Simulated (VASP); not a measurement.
Input of a VASP 6.6.1 run:

Contents of INCAR:

```
SYSTEM = Al2Cu
PREC     = Accurate       ! precision mode
ENCUT    = 600            ! plane-wave cutoff, eV
EDIFF    = 1E-6           ! SCF threshold, eV
ISMEAR   = 0              ! smearing method
SIGMA    = 0.15           ! smearing width, eV
LREAL    = .False.        ! projectors in reciprocal space
LASPH    = .True.         ! aspherical terms in the spheres
NELM     = 120            ! most SCF steps
ALGO     = Normal         ! electronic algorithm
ISIF     = 2              ! what is computed and relaxed
LWAVE    = .False.        ! write WAVECAR
LCHARG   = .False.        ! write CHGCAR
GGA      = PS             ! functional
NBANDS   = 16             ! bands
GGA_COMPAT= .False.
```

File KPOINTS:

```
regular mesh
0
Gamma
  8 8 12
  0 0 0
```

The input POSCAR:

```
Al2Cu
1.0
    4.1059891128      0.0106838924      0.0263988388
    0.0106838924      4.1688832905     -0.0153488200
    0.0183982242     -0.0106971005      2.8406069316
Al Cu
2 1
Direct
    0.5003178163     -0.0048782686      0.5037661623
    0.0010306250      0.4997589399      0.4968213964
   -0.0013484413      0.0051193287     -0.0005875587
```

Potentials or basis: VASP PAW PBE potentials, release 64 (Al, Cu).

Run with:

```console
$ cat potpaw_PBE.64/Al/POTCAR potpaw_PBE.64/Cu/POTCAR > POTCAR
$ mpirun -np 1 vasp_std > vasp.out
```

Q: What does it give for the pressure?

A: -1.7 GPa.

Q: What does it give for the band gap on the k mesh?

A: Zero (an odd number of electrons rules out a gap without spin polarisation).

Q: What does it give for the largest force?

A: 0.133 eV/Å.

Forces in eV/Å, atoms in the order of the input:
```
Al  -0.038  0.026 -0.039
Al  -0.002  0.100  0.027
Cu   0.040 -0.127  0.012
```

Caveat: the cell differs from its parent crystal (atoms moved at random and the cell strained at random); the PAW data sets were made with another functional, which shifts forces and pressure a little.
